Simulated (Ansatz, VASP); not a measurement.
This is a calculation of P for Ansatz 0.2.0.

input.yaml

```yaml
crystal:
  lattice:
    - [3.2166940593, 0.0, 0.0]
    - [0.0, 34.1454633489, 0.0]
    - [0.0, 0.0, 4.5375258363]
  atoms:
    - { symbol: P, position: [0.5, 0.97026143, 0.90784928] }
    - { symbol: P, position: [0.5, 0.02973857, 0.09215072] }
    - { symbol: P, position: [0.0, 0.02973857, 0.40784928] }
    - { symbol: P, position: [0.0, 0.97026143, 0.59215072] }
kpoints:
  mp_grid: { grid: [8, 1, 6] }
scf:
  occupations: { method: fermi_dirac, width: 0.05 }
hamiltonian:
  xc: pbesol
  pseudopotentials: { kind: all_electron, lapw: { basis_error: 0.002 } }
output:
  forces: true
  stress: true
  eigenvalues: true
```

Potentials or basis: all-electron LAPW, scalar-relativistic.

Run with:

```bash
$ ansatz run input.yaml --threads 2 --pin off --max-ram 6144MiB --backend cpu --events-out ev --progress --plain --runs-dir out
```

Problem. Set up the same calculation for VASP 6.6.1. Potentials there: VASP PAW PBE potentials, release 64 (P).

Solution. As run (the cutoff follows the program's own potentials):

The input INCAR:

```
PREC     = Accurate       # precision mode
ENCUT    = 520            # plane-wave cutoff, eV
EDIFF    = 1E-7           # SCF threshold, eV
ISMEAR   = -1             # smearing method
SIGMA    = 0.05           # smearing width, eV
LREAL    = False          # projectors in reciprocal space
LASPH    = True           # aspherical terms in the spheres
NELM     = 100            # most SCF steps
ALGO     = Normal         # electronic algorithm
ISIF     = 2              # what is computed and relaxed
LWAVE    = False          # write WAVECAR
LCHARG   = True           # write CHGCAR
GGA      = PS             # functional
LELF     = True           # ELF
LVHAR    = True         
NBANDS   = 18             # bands
```

The input KPOINTS:

```
regular mesh
0
Gamma
  8 1 6
```

The input POSCAR:

```
P
1.0
    3.2166940593      0.0000000000      0.0000000000
    0.0000000000     34.1454633489      0.0000000000
    0.0000000000      0.0000000000      4.5375258363
P
4
Direct
    0.5000000000      0.9702614300      0.9078492800
    0.5000000000      0.0297385700      0.0921507200
    0.0000000000      0.0297385700      0.4078492800
    0.0000000000      0.9702614300      0.5921507200
```

Potentials or basis: VASP PAW PBE potentials, release 64 (P).

The run is started by

```sh
$ cat potpaw_PBE.64/P/POTCAR > POTCAR
$ mpirun -np 1 vasp_std > vasp.out
```

Both were run:

|  | VASP | Ansatz | Ansatz less VASP |
| --- | --- | --- | --- |
| gap on the k mesh at the Fermi level (eV) | 0.84 | 0.83 | -0.013 |
| least direct gap on the mesh (eV) | 0.87 | 0.86 | -0.009 |
| rms of the force components (eV/Å) | 0.464 | 0.474 | +0.0101 |

VASP's potentials were made for PBE, not for PBEsol. Atom by atom the forces differ by 0.010 eV/Å (rms over components). Ansatz ran all-electron here, and VASP with PAW potentials.
